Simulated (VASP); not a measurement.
# TiB2 (P6/mmm) in VASP: a series of runs, part 3 of 3

VASP 6.6.1.

## (7) Relaxation of cell and atoms, PBE, target pressure 40 GPa, at which the enthalpy is minimised

File INCAR:

```
SYSTEM = TiB2
ALGO = Normal ; EDIFF = 1E-7
EDIFFG = -0.02 ; ENCUT = 500
GGA = PE ; GGA_COMPAT = .FALSE.
IBRION = 2 ; ISIF = 3
ISMEAR = -1 ; LASPH = .TRUE.
LCHARG = .FALSE. ; LREAL = .FALSE.
LWAVE = .FALSE. ; NELM = 120
NELMIN = 4 ; NSW = 80
PREC = Accurate ; PSTRESS = 400.0
SIGMA = 0.15
```

File KPOINTS:

```
k-points
0
G
  13 13 10
  0 0 0
```

File POSCAR:

```
TiB2
1.0
    3.0292000000      0.0000000000      0.0000000000
   -1.5146000000      2.6233640000      0.0000000000
    0.0000000000      0.0000000000      3.2284000000
Ti B
1 2
Direct
    0.0000000000      0.0000000000      0.0000000000
    0.3333333333      0.6666666667      0.5000000000
    0.6666666667      0.3333333333      0.5000000000
```

Potentials or basis: VASP PAW PBE potentials, release 64 (Ti_sv, B).

The run is started by

```sh
$ cat potpaw_PBE.64/Ti_sv/POTCAR potpaw_PBE.64/B/POTCAR > POTCAR
$ mpirun -np 1 vasp_std > vasp.out
```

OUTCAR:

```text
SYSTEM = TiB2
   EDIFF = 1E-7
   EDIFFG = -0.02
   ENCUT = 500
   GGA = PE
   IBRION = 2
   ISIF = 3
   ISMEAR = -1
   LASPH = .TRUE.
   LREAL = .FALSE.
   NELM = 120
   NELMIN = 4
   NSW = 80
   PREC = Accurate
   PSTRESS = 400.0

 ion  position               nearest neighbor table
   1  0.000  0.000  0.000-   2 2.38   2 2.38   3 2.38   3 2.38   2 2.38   3 2.38   2 2.38   3 2.38
                             3 2.38   3 2.38   2 2.38   2 2.38
   2  0.333  0.667  0.500-   3 1.75   3 1.75   3 1.75   1 2.38   1 2.38   1 2.38   1 2.38   1 2.38
                             1 2.38
   3  0.667  0.333  0.500-   2 1.75   2 1.75   2 1.75   1 2.38   1 2.38   1 2.38   1 2.38   1 2.38
                             1 2.38

  LATTYP: Found a hexagonal cell.
 ALAT       =     3.0292000000
 C/A-ratio  =     1.0657599366

  Lattice vectors:

 A1 = (   3.0292000000,   0.0000000000,   0.0000000000)
 A2 = (  -1.5146000000,   2.6233640000,   0.0000000000)
 A3 = (   0.0000000000,   0.0000000000,   3.2284000000)

Analysis of symmetry for initial positions (statically):
=====================================================================
 Subroutine PRICEL returns:
 Original cell was already a primitive cell.

 Routine SETGRP: Setting up the symmetry group for a
 hexagonal supercell.

 Subroutine GETGRP returns: Found 24 space group operations
 (whereof 24 operations were pure point group operations)
 out of a pool of 24 trial point group operations.

The static configuration has the point symmetry D_6h.

Analysis of symmetry for dynamics (positions and initial velocities):
=====================================================================
 Subroutine PRICEL returns:
 Original cell was already a primitive cell.

 Routine SETGRP: Setting up the symmetry group for a
 hexagonal supercell.

 Subroutine GETGRP returns: Found 24 space group operations
 (whereof 24 operations were pure point group operations)
 out of a pool of 24 trial point group operations.

The dynamic configuration has the point symmetry D_6h.

 Subroutine INISYM returns: Found 24 space group operations
 (whereof 24 operations are pure point group operations),
 and found     1 'primitive' translations

----------------------------------------------------------------------------------------

                                     Primitive cell

  volume of cell :      25.6551

  direct lattice vectors                    reciprocal lattice vectors
     3.029200000  0.000000000  0.000000000     0.330120164  0.190594977  0.000000000
    -1.514600000  2.623364000  0.000000000     0.000000000  0.381189953  0.000000000
     0.000000000  0.000000000  3.228400000     0.000000000  0.000000000  0.309750960

  length of vectors
     3.029200000  3.029199867  3.228400000     0.381189936  0.381189953  0.309750960

  position of ions in fractional coordinates (direct lattice)
     0.000000000  0.000000000  0.000000000
     0.333333333  0.666666667  0.500000000
     0.666666667  0.333333333  0.500000000

  ion indices of the primitive-cell ions
   primitive index   ion index
                 1           1
                 2           2
                 3           3

----------------------------------------------------------------------------------------

 KPOINTS: k-points

Automatic generation of k-mesh.
 Grid dimensions read from file:
 generate k-points for:   13   13   10

 Generating k-lattice:

  Cartesian coordinates                     Fractional coordinates (reciprocal lattice)
     0.025393859  0.014661152  0.000000000     0.076923077  0.000000000  0.000000000
     0.000000000  0.029322304  0.000000000     0.000000000  0.076923077  0.000000000
     0.000000000  0.000000000  0.030975096     0.000000000  0.000000000  0.100000000

  Length of vectors
     0.029322303  0.029322304  0.030975096

  Shift w.r.t. Gamma in fractional coordinates (k-lattice)
     0.000000000  0.000000000  0.000000000

 Subroutine IBZKPT returns following result:
 ===========================================

 Found    126 irreducible k-points:

 Following reciprocal coordinates:
            Coordinates               Weight
  0.000000  0.000000  0.000000      1.000000
  0.076923  0.000000  0.000000      6.000000
  0.153846  0.000000  0.000000      6.000000
  0.230769  0.000000  0.000000      6.000000
  0.307692  0.000000  0.000000      6.000000
  0.384615  0.000000  0.000000      6.000000
[... 16 lines left out ...]
  0.076923  0.000000  0.100000     12.000000
  0.153846  0.000000  0.100000     12.000000
 [... further k-points ...]
   k-points           NKPTS =    126   k-points in BZ     NKDIM =    126   number of bands    NBANDS=     13
   number of dos      NEDOS =    301   number of ions     NIONS =      3
   total plane-waves  NPLWV =  13824
   dimension x,y,z NGX =    24 NGY =   24 NGZ =   24
   dimension x,y,z NGXF=    48 NGYF=   48 NGZF=   48
   ions per type =               1   2
   NGX,Y,Z   is equivalent  to a cutoff of  13.17, 13.17, 12.36 a.u.
   NGXF,Y,Z  is equivalent  to a cutoff of  26.34, 26.34, 24.72 a.u.
 SYSTEM =  TiB2
   PREC   = accura    normal or accurate (medium, high low for compatibility)
   ISTART =      0    job   : 0-new  1-cont  2-samecut
   ICHARG =      2    charge: 1-file 2-atom 10-const
   ISPIN  =      1    spin polarized calculation?
   LNONCOLLINEAR =      F non collinear calculations
   LSORBIT =      F    spin-orbit coupling
   LASPH  =      T    aspherical Exc in radial PAW
   ENCUT  =  500.0 eV  36.75 Ry    6.06 a.u.   5.52  5.52  5.89*2*pi/ulx,y,z
   NELM   =    120;   NELMIN=  4; NELMDL= -5     # of ELM steps
   EDIFF  = 0.1E-06   stopping-criterion for ELM
   LREAL  =      F    real-space projection
   EDIFFG = -.2E-01   stopping-criterion for IOM
   NSW    =     80    number of steps for IOM
   IBRION =      2    ionic relax: 0-MD 1-quasi-New 2-CG
   NFREE  =      1    steps in history (QN), initial steepest desc. (CG)
   ISIF   =      3    stress and relaxation
   ISYM   =      2    0-nonsym 1-usesym 2-fastsym
   POTIM  = 0.5000    time-step for ionic-motion
   TEBEG  =    0.0;   TEEND  =   0.0 temperature during run
   PSTRESS=  400.0 pullay stress
   NELECT =      18.0000    total number of electrons
   NUPDOWN=      -1.0000    fix difference up-down
   EMIN   =  10.00;   EMAX   =-10.00  energy-range for DOS
   EFERMI =   0.00;   METHOD = LEGACY
   ISMEAR =    -1;   SIGMA  =   0.15  broadening in eV -4-tet -1-fermi 0-gaus
   EFERMI_NEDOS =   21; number of points for ismear=-14 and -15
   IALGO  =     38    algorithm
   IMIX   =      4    mixing-type and parameters
     AMIX     =   0.40;   BMIX     =  1.00
     AMIX_MAG =   1.60;   BMIX_MAG =  1.00
  volume/ion in A,a.u.               =       8.55        57.71
  Fermi-wavevector in a.u.,A,eV,Ry     =   1.454703  2.748990 28.792123  2.116161
  Thomas-Fermi vector in A             =   2.571823
   LORBIT       =      0    0 simple, 1 ext, 2 COOP (PROOUT), +10 PAW based schemes
   GGA     = PE    functional components
   LHFCALC =     F    Hartree Fock is set to
   AEXX    =    0.0000 exact exchange contribution
   IVDW    =     0    specifies the selected vdW correction
   LEPSILON=     F    determine dielectric tensor
   LRPA    =     F    only Hartree local field effects (RPA)
 conjugate gradient relaxation of ions
 non-spin polarized calculation
  energy-cutoff  :      500.00
  volume of cell :       25.66
 maximum number of plane-waves:       672
 NGX is ok and might be reduce to    24
   NGX = 11   NGY = 11   NGZ = 11

--------------------------------------- Ionic step        1  -------------------------------------------

 number of electron      18.0000002 magnetization

 Free energy of the ion-electron system (eV)
  ---------------------------------------------------
  ext. energy  EPLUGINS =         0.00000000
  ---------------------------------------------------
  free energy    TOTEN  =       -24.44336335 eV

  energy without entropy =      -24.41288093  energy(sigma->0) =      -24.42812214

 E-fermi :   9.9937     XC(G=0): -12.7684

 val. band max:        9.9683988766   @ k =   0.2308   0.2308   0.0000
 cond. band min:      10.0496730105   @ k =   0.0769   0.0000   0.4000
 fundamental gap:      0.0812741340
 Fermi energy:         9.9937361175

 k-point     1 :       0.0000    0.0000    0.0000
  band No.  band energies     occupation
      1     -46.9551      2.00000
      2     -23.3066      2.00000
      3     -22.9923      2.00000
      4     -22.9923      2.00000
      5      -3.5083      2.00000
      6       7.3988      2.00000
      7       7.3988      2.00000
      8       7.6708      2.00000
      9       7.8866      2.00000
     10      11.8909      0.00001
     11      11.8909      0.00001
     12      13.6514      0.00000
     13      13.6514      0.00000
[... 677 lines left out ...]
  enthalpy is  TOTEN    =       -18.4432384188 eV   P V=        5.6713968725

--------------------------------------- Ionic step        9  -------------------------------------------

 number of electron      17.9999999 magnetization

 Free energy of the ion-electron system (eV)
  ---------------------------------------------------
  ext. energy  EPLUGINS =         0.00000000
  ---------------------------------------------------
  free energy    TOTEN  =       -24.10134816 eV

  energy without entropy =      -24.07580975  energy(sigma->0) =      -24.08857895

 E-fermi :  11.4154     XC(G=0): -13.3811

 val. band max:       11.4130494247   @ k =   0.0769   0.0000   0.4000
 cond. band min:      11.4303860321   @ k =   0.0769   0.0769   0.3000
 fundamental gap:      0.0173366074
 Fermi energy:        11.4153653854

 k-point     1 :       0.0000    0.0000    0.0000
  band No.  band energies     occupation
      1     -45.2090      2.00000
      2     -21.5725      2.00000
      3     -21.1964      2.00000
      4     -21.1964      2.00000
      5      -2.7396      2.00000
      6       8.4019      2.00000
      7       8.4020      2.00000
      8       9.0235      2.00000
      9       9.2892      2.00000
     10      13.7003      0.00000
     11      13.7003      0.00000
     12      15.8133      0.00000
     13      15.8133      0.00000
[... 398 lines left out ...]
  FREE ENERGIE OF THE ION-ELECTRON SYSTEM (eV)
  ---------------------------------------------------
  free  energy   TOTEN  =       -24.1013481591 eV

  energy  without entropy=      -24.0758097477  energy(sigma->0) =      -24.08857895

  enthalpy is  TOTEN    =       -18.4433961532 eV   P V=        5.6579520060

 reached required accuracy - stopping structural energy minimisation
```

OSZICAR:

```text
N       E                     dE             d eps       ncg     rms          rms(c)
DAV:   1     0.124268751953E+03    0.12427E+03   -0.90191E+03  3276   0.153E+03
DAV:   2    -0.200205082609E+02   -0.14429E+03   -0.14008E+03  3361   0.386E+02
DAV:   3    -0.292924930042E+02   -0.92720E+01   -0.91623E+01  4751   0.935E+01
[... 94 lines left out ...]
DAV:   4    -0.241013271029E+02   -0.14220E-04   -0.13280E-04  4194   0.810E-02    0.154E-02
DAV:   5    -0.241013448953E+02   -0.17792E-04   -0.22118E-05  4751   0.311E-02    0.506E-03
DAV:   6    -0.241013475520E+02   -0.26567E-05   -0.55570E-06  4618   0.136E-02    0.320E-03
DAV:   7    -0.241013482300E+02   -0.67800E-06   -0.91312E-07  4178   0.863E-03    0.175E-03
DAV:   8    -0.241013481279E+02    0.10206E-06   -0.13605E-07  2533   0.348E-03    0.343E-04
DAV:   9    -0.241013481591E+02   -0.31213E-07   -0.25339E-08  1678   0.138E-03
   9 F= -.18443396E+02 E0= -.18430627E+02  d E =-.759646E-04
```

CONTCAR:

```text
TiB2
   1.00000000000000
     2.9241435946930276    0.0000000000000000    0.0000000000000000
    -1.4620717973465138    2.5323824526404715    0.0000000000000000
     0.0000000000000000    0.0000000000000000    3.0604258330687140
  Ti              B
     1     2
Direct
     0.0000000000000000    0.0000000000000000    0.0000000000000000
     0.3333333332999970    0.6666666667000030    0.5000000000000000
     0.6666666667000030    0.3333333332999970    0.5000000000000000

  0.00000000E+00  0.00000000E+00  0.00000000E+00
  0.00000000E+00  0.00000000E+00  0.00000000E+00
  0.00000000E+00  0.00000000E+00  0.00000000E+00
```

It took 2.4 min on 1 thread of Intel Xeon 6975P-C, shared host; peak memory 0.18 GiB.

What came out:

- Free energy: -24.1013 eV
- Relaxed volume: 7.55 Å³/atom
- Relaxed cell: a = 2.924 Å, b = 2.924 Å, c = 3.060 Å, α = 90.00°, β = 90.00°, γ = 120.00°
- Space group after relaxing (to 0.05 Å): P6/mmm (No. 191)
- Energy change on relaxing (the enthalpy is what falls): +114.0 meV/atom
- Ionic steps: 9
- Pressure after relaxing: 40.0 GPa
- Band gap on the k mesh: zero (band 9 reaches 11.72 eV, above the bottom of band 10 at 11.09 eV)

The path:
| step | energy change (eV) | largest force (eV/Å) | pressure (GPa) | volume (Å³) |
| --- | --- | --- | --- | --- |
| 1 | 0.0000 | 0.0000 | 0.53 | 25.66 |
| 2 | 2.5918 | 0.0000 | 151.68 | 18.60 |
| 3 | 0.3002 | 0.0000 | 37.26 | 22.86 |
| 4 | 0.3327 | 0.0000 | 39.56 | 22.73 |
| 5 | 0.3467 | 0.0000 | 40.55 | 22.67 |
| 6 | 0.3514 | 0.0000 | 40.65 | 22.63 |
| 7 | 0.3513 | 0.0000 | 40.67 | 22.63 |
| 8 | 0.3287 | 0.0000 | 39.08 | 22.72 |
| 9 | 0.3420 | 0.0000 | 40.01 | 22.66 |

Final structure:
```cif
data_structure
_symmetry_space_group_name_H-M 'P 1'
_symmetry_Int_Tables_number 1
_cell_length_a 2.9241
_cell_length_b 2.9241
_cell_length_c 3.0604
_cell_angle_alpha 90.000
_cell_angle_beta 90.000
_cell_angle_gamma 120.000
_cell_volume 22.66
loop_
_atom_site_label
_atom_site_type_symbol
_atom_site_fract_x
_atom_site_fract_y
_atom_site_fract_z
_atom_site_occupancy
Ti1 Ti 0.00000 0.00000 0.00000 1
B1 B 0.33333 0.66667 0.50000 1
B2 B 0.66667 0.33333 0.50000 1
```

Caveat: the cell is relaxed towards a set pressure, so the enthalpy falls and the energy may rise.

## (8) The runs side by side

| task | cell | gap on the mesh (eV) | pressure (GPa) |
| --- | --- | --- | --- |
| single point | a = 3.033, b = 3.033, c = 3.224 Å, angles 90.0, 90.0, 120.0°, 3 atoms | none | 0.2 |
| relaxation of cell and atoms | relaxed from a = 3.029, b = 3.029, c = 3.228 Å, angles 90.0, 90.0, 120.0°, 3 atoms | none | -0.1 |
| relaxation of cell and atoms | relaxed to 10 GPa from a = 3.029, b = 3.029, c = 3.228 Å, angles 90.0, 90.0, 120.0°, 3 atoms | none | 10.2 |
| relaxation of cell and atoms | relaxed to 20 GPa from a = 3.029, b = 3.029, c = 3.228 Å, angles 90.0, 90.0, 120.0°, 3 atoms | none | 20.0 |
| relaxation of cell and atoms | relaxed to 30 GPa from a = 3.029, b = 3.029, c = 3.228 Å, angles 90.0, 90.0, 120.0°, 3 atoms | none | 30.0 |
| relaxation of cell and atoms | relaxed to 40 GPa from a = 3.029, b = 3.029, c = 3.228 Å, angles 90.0, 90.0, 120.0°, 3 atoms | none | 40.0 |

Alike in all rows: level PBE; potentials or basis VASP PAW PBE potentials, release 64 (Ti_sv, B); no spin polarisation; k mesh 13 × 13 × 10; cutoff (eV) 500; smearing fermi-dirac 0.15 eV.

Caveats: the cell is relaxed towards a set pressure, so the enthalpy falls and the energy may rise (some runs).

Total energies depend on the potentials used, so only differences within one code and one set of settings carry meaning.
